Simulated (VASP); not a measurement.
Wanted: the native input for a VASP 6.6.1 run.

```yaml
Task: single point
Functional: PBE
Dispersion: D3(BJ)
Potentials_or_basis: VASP PAW PBE potentials, release 64 (Pb_d, Se)
Cutoff: 520 eV
k_mesh: 10 × 10 × 10
Occupations: gaussian, width 0.03 eV
Spin: no spin polarisation
Dipole_correction: no
Further_INCAR_settings: ALGO = Normal; EDIFF = 1e-06; NBANDS = 17
```

The structure of PbSe lies in POSCAR:

```
PbSe
1.0
    0.0000000000      3.1320822335      3.0822821260
    3.1320822335      0.0000000000      3.0822821260
    3.1320822335      3.1320822335      0.0000000000
Pb Se
1 1
Direct
    0.0000000000      0.0000000000      0.0000000000
    0.5000000000      0.5000000000      0.5000000000
```

This cell differs from its parent crystal: volume 30.237 Å^3 an atom, c/a of the conventional cell 0.9841.

These files were run (other wordings do the same):

INCAR

```
ALGO     = Normal         # electronic algorithm
EDIFF    = 1E-6           # SCF threshold, eV
ENCUT    = 520            # plane-wave cutoff, eV
GGA      = PE             # functional
ISIF     = 2              # what is computed and relaxed
ISMEAR   = 0              # smearing method
IVDW     = 12             # dispersion correction
LASPH    = True           # aspherical terms in the spheres
LCHARG   = True           # write CHGCAR
LELF     = True           # ELF
LREAL    = False          # projectors in reciprocal space
LVHAR    = True         
LWAVE    = False          # write WAVECAR
NBANDS   = 17             # bands
NELM     = 60             # most SCF steps
PREC     = Accurate       # precision mode
SIGMA    = 0.03           # smearing width, eV
```

KPOINTS

```
k-points
0
Gamma
  10 10 10
```

Potentials or basis: VASP PAW PBE potentials, release 64 (Pb_d, Se).

The run is started by

```bash
$ cat potpaw_PBE.64/Pb_d/POTCAR potpaw_PBE.64/Se/POTCAR > POTCAR
$ mpirun -np 1 vasp_std > vasp.out
```

Results of the run:

The pressure is -2.1 GPa and the band gap on the k mesh is 0.45 eV, direct. The dispersion energy per atom is -0.349 eV.

Caveat: spin-orbit coupling is left out, which moves the levels of the heavy elements.

Wall time 47 s on 1 thread of AMD EPYC 9R45 96-Core Processor (Zen 5), on a shared host, peak memory 0.25 GiB.
